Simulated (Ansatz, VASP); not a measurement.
Two plane-wave programs on Ga3BAs4

```
CELL_PARAMETERS angstrom
3.85366 0.00000 0.00000
0.00000 3.85754 5.48101
0.00000 -3.85754 5.48101
ATOMIC_POSITIONS crystal
B 0.00000 0.99718 0.99718
Ga 0.50000 0.00015 0.50111
Ga 0.50000 0.50111 0.00015
Ga 0.00000 0.49871 0.49871
As 0.50000 0.10814 0.10814
As 0.00000 0.11361 0.65667
As 0.00000 0.65667 0.11361
As 0.50000 0.62444 0.62444
```

Alike in both runs: task single point; functional PBE0; k mesh 4 × 2 × 2; no spin polarisation.

|  | VASP | Ansatz |
| --- | --- | --- |
| version | VASP 6.6.1 | Ansatz 0.2.0 |
| potentials or method | VASP PAW PBE potentials, release 64 (B, Ga_d, As) | plane waves, PAW |
| plane-wave cutoff (eV) | 520 | 420 |
| occupations | gaussian, width 0.01 eV | fixed |
| valence electrons in the cell | 62 | 102 |

```tsv
	VASP	Ansatz	Ansatz less VASP
gap on the k mesh at the Fermi level (eV)	1.63	1.58	-0.054
pressure (GPa)	-0.2	0.1	+0.26
traceless stress, the component that is largest in VASP (GPa)	-0.67	-0.68	-0.012
rms of the force components (eV/Å)	0.055	0.057	+0.0018
```

Atom by atom the forces differ by 0.003 eV/Å (rms over components). VASP's potentials hold 62 valence electrons a cell and Ansatz's 102, so a difference there can come from the potentials and not from the codes. Ansatz's warnings: stress exchange threshold loose, stress scf threshold loose.

The k mesh is coarse, so the values compare programs but aren't converged.
